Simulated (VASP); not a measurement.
Input of a VASP 6.6.1 run:

The input INCAR:

```
PREC = Accurate ; ENCUT = 520
EDIFF = 1E-7 ; ISMEAR = -1
SIGMA = 0.05 ; LREAL = F
LASPH = T ; NELM = 80
ALGO = Normal ; ISIF = 2
LWAVE = F ; LCHARG = F
GGA = PE ; NBANDS = 12
```

The input KPOINTS:

```
regular mesh
0
Gamma
  8 8 8
```

POSCAR

```
Tc
1.0
    2.5332300676      0.0000000000      0.0000000000
    0.0000000000      2.5332300676      0.0000000000
    0.0000000000      0.0000000000      2.5332300676
Tc
1
Direct
    0.0000000000      0.0000000000      0.0000000000
```

Potentials or basis: VASP PAW PBE potentials, release 64 (Tc_pv).

Launch:

```bash
$ cat potpaw_PBE.64/Tc_pv/POTCAR > POTCAR
$ mpirun -np 1 vasp_std > vasp.out
```

Task: Predict the pressure.

Result: -0.5 GPa.
